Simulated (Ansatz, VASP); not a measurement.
# Sr: VASP beside Ansatz

```
CELL_PARAMETERS angstrom
-2.42500 2.42500 2.42500
2.42500 -2.42500 2.42500
2.42500 2.42500 -2.42500
ATOMIC_POSITIONS crystal
Sr 0.00000 0.00000 0.00000
```

Alike in both runs: task single point; functional r2SCAN; k mesh 4 × 4 × 4; occupations gaussian, width 0.1 eV; no spin polarisation.

|  | VASP | Ansatz |
| --- | --- | --- |
| version | VASP 6.6.1 | Ansatz 0.2.0 |
| potentials or method | VASP PAW PBE potentials, release 64 (Sr_sv), cutoff 550 eV | scalar-relativistic, plane waves, PAW |
| valence electrons in the cell | 10 | 10 |

|  | VASP | Ansatz | Ansatz less VASP |
| --- | --- | --- | --- |
| gap on the k mesh at the Fermi level (eV) | none | none | - |
| pressure (GPa) | -0.5 | -0.5 | -0.01 |

VASP's potentials were made for PBE, not for r2SCAN. A gap of «none» marks a metal or a gap that the smearing closes. The functional is the same, so the differences come from potentials, cutoffs and numerics.

The k mesh is coarse, so the values compare programs but aren't converged.
